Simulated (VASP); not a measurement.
# Sn (Fd-3m) in VASP: single point with r2SCAN

Aim: the single point of Sn with r2SCAN.

Program: VASP 6.6.1. These are calculated values, not measurements. Logs are shortened: lines on timing, memory, paths and dates and some standing lists are left out, and cuts for length are marked.

### 1 The cell of the first run

It takes space group Fd-3m (No. 227, cubic). The conventional cell has a = 5.641 Å, b = 5.641 Å, c = 5.641 Å, α = 90.00°, β = 90.00°, γ = 90.00°. Within 3.2 Å of Sn (site symmetry -43m) lie 4 Sn at 2.44 Å.

### 2 Single point, r2SCAN

POSCAR

```
Sn
1.0
    0.0000000000      2.8206430000      2.8206430000
    2.8206430000      0.0000000000      2.8206430000
    2.8206430000      2.8206430000      0.0000000000
Sn
2
Direct
    0.0000000000      0.0000000000      0.0000000000
    0.2500000000      0.2500000000      0.2500000000
```

INCAR.step1

```
ALGO = Normal
EDIFF = 1E-4
ENCUT = 520
GGA = PE
ISMEAR = -1
LASPH = True
LCHARG = False
LREAL = False
LWAVE = True
NBANDS = 21
NELM = 100
PREC = Accurate
SIGMA = 0.1
```

INCAR.step2

```
ALGO = Normal
EDIFF = 1E-7
ENCUT = 520
ISIF = 2
ISMEAR = -1
ISTART = 1
LASPH = True
LCHARG = True
LELF = True
LMIXTAU = True
LREAL = False
LVHAR = True
LWAVE = False
METAGGA = R2SCAN
NBANDS = 21
NELM = 100
PREC = Accurate
SIGMA = 0.1
```

KPOINTS

```
k-points
0
Gamma
  10 10 10
```

Potentials or basis: VASP PAW PBE potentials, release 64 (Sn_d).

Started as:

```
cat potpaw_PBE.64/Sn_d/POTCAR > POTCAR
cp INCAR.step1 INCAR
mpirun -np 1 vasp_std > vasp.out
cp INCAR.step2 INCAR
mpirun -np 1 vasp_std > vasp.out
```

OUTCAR:

```text
EDIFF = 1E-7
   ENCUT = 520
   ISIF = 2
   ISMEAR = -1
   ISTART = 1
   LASPH = True
   LREAL = False
   METAGGA = R2SCAN
   NELM = 100
   PREC = Accurate

 ion  position               nearest neighbor table
   1  0.000  0.000  0.000-   2 2.44   2 2.44   2 2.44   2 2.44
   2  0.250  0.250  0.250-   1 2.44   1 2.44   1 2.44   1 2.44

  LATTYP: Found a face centered cubic cell.
 ALAT       =     5.6412860000

  Lattice vectors:

 A1 = (   0.0000000000,   2.8206430000,   2.8206430000)
 A2 = (   2.8206430000,   0.0000000000,   2.8206430000)
 A3 = (   2.8206430000,   2.8206430000,   0.0000000000)

Analysis of symmetry for initial positions (statically):
=====================================================================
 Subroutine PRICEL returns:
 Original cell was already a primitive cell.

 Routine SETGRP: Setting up the symmetry group for a
 face centered cubic supercell.

 Subroutine GETGRP returns: Found 48 space group operations
 (whereof 24 operations were pure point group operations)
 out of a pool of 48 trial point group operations.

The static configuration has the point symmetry T_d .
 The point group associated with its full space group is O_h .

Analysis of symmetry for dynamics (positions and initial velocities):
=====================================================================
 Subroutine PRICEL returns:
 Original cell was already a primitive cell.

 Routine SETGRP: Setting up the symmetry group for a
 face centered cubic supercell.

 Subroutine GETGRP returns: Found 48 space group operations
 (whereof 24 operations were pure point group operations)
 out of a pool of 48 trial point group operations.

The dynamic configuration has the point symmetry T_d .
 The point group associated with its full space group is O_h .

 Subroutine INISYM returns: Found 48 space group operations
 (whereof 24 operations are pure point group operations),
 and found     1 'primitive' translations

----------------------------------------------------------------------------------------

                                     Primitive cell

  volume of cell :      44.8822

  direct lattice vectors                    reciprocal lattice vectors
     0.000000000  2.820643000  2.820643000    -0.177264546  0.177264546  0.177264546
     2.820643000  0.000000000  2.820643000     0.177264546 -0.177264546  0.177264546
     2.820643000  2.820643000  0.000000000     0.177264546  0.177264546 -0.177264546

  length of vectors
     3.988991585  3.988991585  3.988991585     0.307031200  0.307031200  0.307031200

  position of ions in fractional coordinates (direct lattice)
     0.000000000  0.000000000  0.000000000
     0.250000000  0.250000000  0.250000000

  ion indices of the primitive-cell ions
   primitive index   ion index
                 1           1
                 2           2

----------------------------------------------------------------------------------------

 KPOINTS: k-points

Automatic generation of k-mesh.
 Grid dimensions read from file:
 generate k-points for:   10   10   10

 Generating k-lattice:

  Cartesian coordinates                     Fractional coordinates (reciprocal lattice)
    -0.017726455  0.017726455  0.017726455     0.100000000  0.000000000  0.000000000
     0.017726455 -0.017726455  0.017726455     0.000000000  0.100000000  0.000000000
     0.017726455  0.017726455 -0.017726455     0.000000000  0.000000000  0.100000000

  Length of vectors
     0.030703120  0.030703120  0.030703120

  Shift w.r.t. Gamma in fractional coordinates (k-lattice)
     0.000000000  0.000000000  0.000000000

 Subroutine IBZKPT returns following result:
 ===========================================

 Found     47 irreducible k-points:

 Following reciprocal coordinates:
            Coordinates               Weight
  0.000000  0.000000  0.000000      1.000000
  0.100000  0.000000  0.000000      8.000000
  0.200000  0.000000  0.000000      8.000000
  0.300000  0.000000  0.000000      8.000000
  0.400000  0.000000  0.000000      8.000000
  0.500000  0.000000  0.000000      4.000000
[... 16 lines left out ...]
  0.300000  0.300000  0.000000      6.000000
  0.400000  0.300000  0.000000     24.000000
 [... further k-points ...]
   k-points           NKPTS =     47   k-points in BZ     NKDIM =     47   number of bands    NBANDS=     21
   number of dos      NEDOS =    301   number of ions     NIONS =      2
   total plane-waves  NPLWV =  27000
   dimension x,y,z NGX =    30 NGY =   30 NGZ =   30
   dimension x,y,z NGXF=    60 NGYF=   60 NGZF=   60
   ions per type =               2
   NGX,Y,Z   is equivalent  to a cutoff of  12.50, 12.50, 12.50 a.u.
   NGXF,Y,Z  is equivalent  to a cutoff of  25.01, 25.01, 25.01 a.u.
 SYSTEM =  unknown system
   PREC   = accura    normal or accurate (medium, high low for compatibility)
   ISTART =      1    job   : 0-new  1-cont  2-samecut
   ICHARG =      0    charge: 1-file 2-atom 10-const
   ISPIN  =      1    spin polarized calculation?
   LNONCOLLINEAR =      F non collinear calculations
   LSORBIT =      F    spin-orbit coupling
   LASPH  =      T    aspherical Exc in radial PAW
   ENCUT  =  520.0 eV  38.22 Ry    6.18 a.u.   7.42  7.42  7.42*2*pi/ulx,y,z
   NELM   =    100;   NELMIN=  2; NELMDL=  0     # of ELM steps
   EDIFF  = 0.1E-06   stopping-criterion for ELM
   LREAL  =      F    real-space projection
   EDIFFG = 0.1E-05   stopping-criterion for IOM
   NSW    =      0    number of steps for IOM
   IBRION =     -1    ionic relax: 0-MD 1-quasi-New 2-CG
   NFREE  =      0    steps in history (QN), initial steepest desc. (CG)
   ISIF   =      2    stress and relaxation
   ISYM   =      2    0-nonsym 1-usesym 2-fastsym
   POTIM  = 0.5000    time-step for ionic-motion
   TEBEG  =    0.0;   TEEND  =   0.0 temperature during run
   PSTRESS=    0.0 pullay stress
   NELECT =      28.0000    total number of electrons
   NUPDOWN=      -1.0000    fix difference up-down
   EMIN   =  10.00;   EMAX   =-10.00  energy-range for DOS
   EFERMI =   0.00;   METHOD = LEGACY
   ISMEAR =    -1;   SIGMA  =   0.10  broadening in eV -4-tet -1-fermi 0-gaus
   EFERMI_NEDOS =   21; number of points for ismear=-14 and -15
   IALGO  =     38    algorithm
   IMIX   =      4    mixing-type and parameters
     AMIX     =   0.40;   BMIX     =  1.00
     AMIX_MAG =   1.60;   BMIX_MAG =  1.00
  volume/ion in A,a.u.               =      22.44       151.44
  Fermi-wavevector in a.u.,A,eV,Ry     =   1.398844  2.643432 26.623410  1.956765
  Thomas-Fermi vector in A             =   2.521962
   LORBIT       =      0    0 simple, 1 ext, 2 COOP (PROOUT), +10 PAW based schemes
   METAGGA = R2SCAN    functional components
   LHFCALC =     F    Hartree Fock is set to
   AEXX    =    0.0000 exact exchange contribution
   IVDW    =     0    specifies the selected vdW correction
   LEPSILON=     F    determine dielectric tensor
   LRPA    =     F    only Hartree local field effects (RPA)
 non-spin polarized calculation
  energy-cutoff  :      520.00
  volume of cell :       44.88
 maximum number of plane-waves:      1243
 NGX is ok and might be reduce to    30
   NGX = 15   NGY = 15   NGZ = 15

 number of electron      28.0000010 magnetization

 Free energy of the ion-electron system (eV)
  ---------------------------------------------------
  ext. energy  EPLUGINS =         0.00000000
  ---------------------------------------------------
  free energy    TOTEN  =       -46.45216877 eV

  energy without entropy =      -46.44776085  energy(sigma->0) =      -46.44996481

 E-fermi :  11.2896     XC(G=0): -11.7814

 val. band max:       11.0651181334   @ k =  -0.1000   0.1000   0.0000
 cond. band min:      11.3291491673   @ k =   0.4000   0.4000   0.0000
 fundamental gap:      0.2640310339
 Fermi energy:        11.2895686096

 k-point     1 :       0.0000    0.0000    0.0000
  band No.  band energies     occupation
      1     -12.7409      2.00000
      2     -12.7409      2.00000
      3     -12.7409      2.00000
      4     -12.5996      2.00000
      5     -12.5996      2.00000
      6     -11.6855      2.00000
[... 13 lines left out ...]
     20      19.9725      0.00000
     21      19.9725      0.00000

 k-point     2 :       0.1000    0.0000    0.0000
  band No.  band energies     occupation
      1     -12.7683      2.00000
      2     -12.7683      2.00000
      3     -12.7356      2.00000
      4     -12.5612      2.00000
      5     -12.5612      2.00000
      6     -11.7054      2.00000
[... 13 lines left out ...]
     20      19.0861      0.00000
     21      19.0861      0.00000

 k-point     3 :       0.2000    0.0000    0.0000
  band No.  band energies     occupation
      1     -12.8069      2.00000
      2     -12.8069      2.00000
      3     -12.7219      2.00000
      4     -12.4963      2.00000
      5     -12.4963      2.00000
      6     -11.7413      2.00000
[... 13 lines left out ...]
     20      18.6179      0.00000
     21      18.6179      0.00000

 k-point     4 :       0.3000    0.0000    0.0000
  band No.  band energies     occupation
      1     -12.8303      2.00000
      2     -12.8303      2.00000
      3     -12.7049      2.00000
      4     -12.4472      2.00000
      5     -12.4472      2.00000
      6     -11.7643      2.00000
[... 13 lines left out ...]
     20      19.2073      0.00000
     21      19.3529      0.00000

 k-point     5 :       0.4000    0.0000    0.0000
  band No.  band energies     occupation
      1     -12.8390      2.00000
      2     -12.8390      2.00000
      3     -12.6911      2.00000
      4     -12.4245      2.00000
      5     -12.4245      2.00000
      6     -11.7869      2.00000
[... 13 lines left out ...]
     20      20.5710      0.00000
     21      21.2716      0.00000

 k-point     6 :       0.5000    0.0000    0.0000
  band No.  band energies     occupation
      1     -12.8405      2.00000
      2     -12.8405      2.00000
      3     -12.6858      2.00000
      4     -12.4194      2.00000
      5     -12.4194      2.00000
      6     -11.7978      2.00000
[... 13 lines left out ...]
     20      21.6602      0.00000
     21      22.5798      0.00000

 k-point     7 :       0.1000    0.1000    0.0000
  band No.  band energies     occupation
      1     -12.7767      2.00000
      2     -12.7557      2.00000
      3     -12.7557      2.00000
      4     -12.5729      2.00000
      5     -12.5214      2.00000
      6     -11.7858      2.00000
[... 13 lines left out ...]
     20      18.1509      0.00000
     21      20.3150      0.00000
[... 291 lines left out ...]
      1     -12.9320      2.00000
      2     -12.8752      2.00000
      3     -12.5750      2.00000
      4     -12.3343      2.00000
      5     -12.2858      2.00000
      6     -11.9817      2.00000
[... 13 lines left out ...]
     20      20.1791      0.00000
     21      20.9374      0.00000

 k-point    21 :      -0.3000    0.2000    0.0000
  band No.  band energies     occupation
      1     -12.9085      2.00000
      2     -12.8821      2.00000
      3     -12.5816      2.00000
      4     -12.4077      2.00000
      5     -12.2838      2.00000
      6     -11.9260      2.00000
[... 13 lines left out ...]
     20      20.4668      0.00000
     21      21.8960      0.00000

 k-point    22 :      -0.2000    0.2000    0.0000
  band No.  band energies     occupation
      1     -12.8730      2.00000
      2     -12.8627      2.00000
      3     -12.6390      2.00000
      4     -12.4569      2.00000
      5     -12.3391      2.00000
      6     -11.8929      2.00000
[... 13 lines left out ...]
     20      20.6261      0.00000
     21      22.3263      0.00000

 k-point    23 :       0.3000    0.3000    0.0000
  band No.  band energies     occupation
      1     -12.8328      2.00000
      2     -12.8328      2.00000
      3     -12.7790      2.00000
      4     -12.3756      2.00000
      5     -12.1905      2.00000
      6     -12.1848      2.00000
[... 13 lines left out ...]
     20      21.8099      0.00000
     21      22.4643      0.00000

 k-point    24 :       0.4000    0.3000    0.0000
  band No.  band energies     occupation
      1     -12.8824      2.00000
      2     -12.8515      2.00000
      3     -12.7066      2.00000
      4     -12.3057      2.00000
      5     -12.2637      2.00000
      6     -12.1138      2.00000
[... 13 lines left out ...]
     20      22.7270      0.00000
     21      23.3145      0.00000

 [... further k-points ...]

------------------------ aborting loop because EDIFF is reached ----------------------------------------

  FORCE on cell =-STRESS in cart. coord.  units (eV):
  Direction    XX          YY          ZZ          XY          YZ          ZX
  --------------------------------------------------------------------------------------
  -------------------------------------------------------------------------------------
  Total       16.1236862     16.1236862     16.1236862      0.0000000     -0.0000000      0.0000000
  in kB      575.5731912    575.5731912    575.5731912      0.0000000     -0.0000000      0.0000000
  external PRESSURE =     575.5731912 kB  Pullay stress =       0.0000000 kB

 VOLUME and BASIS-vectors are now :
 -----------------------------------------------------------------------------
  energy-cutoff  :      520.00
  volume of cell :       44.88
      direct lattice vectors                 reciprocal lattice vectors
     0.000000000  2.820643000  2.820643000    -0.177264546  0.177264546  0.177264546
     2.820643000  0.000000000  2.820643000     0.177264546 -0.177264546  0.177264546
     2.820643000  2.820643000  0.000000000     0.177264546  0.177264546 -0.177264546

 POSITION                                       TOTAL-FORCE (eV/Angst)
 -----------------------------------------------------------------------------------
      0.00000      0.00000      0.00000         0.000000     -0.000000      0.000000
      1.41032      1.41032      1.41032        -0.000000      0.000000     -0.000000
 -----------------------------------------------------------------------------------
    total drift:                                0.000000     -0.000000      0.000000

  FREE ENERGIE OF THE ION-ELECTRON SYSTEM (eV)
  ---------------------------------------------------
  free  energy   TOTEN  =       -46.4521687652 eV

  energy  without entropy=      -46.4477608506  energy(sigma->0) =      -46.44996481
```

Run time: 84 s. Hardware: 1 thread of Intel Xeon 6975P-C (Granite Rapids), shared host; peak memory 0.18 GiB.

Results:

```
Free energy            : -46.4522 eV
Pressure               : 57.6 GPa
Band gap on the k mesh : zero (band 14 reaches 11.45 eV, above the bottom of band 15 at 11.33 eV)
```

Levels at points of the mesh, in eV from the Fermi level:
```csv
k point,band 11,band 12,band 13,band 14,band 15,band 16,band 17,band 18
"(0.00, 0.00, 0.00)",-14.87,0.16,0.16,0.16,2.12,2.12,2.12,3.05
"(0.50, 0.00, 0.00)",-11.96,-9.13,-2.06,-2.06,1.42,3.36,3.36,5.24
"(0.50, 0.50, 0.00)",-9.86,-9.86,-4.48,-4.48,0.22,0.22,11.15,11.15
```

Caveat: the PAW data sets were made with another functional, which shifts forces and pressure a little; spin-orbit coupling is left out, which moves the levels of the heavy elements.
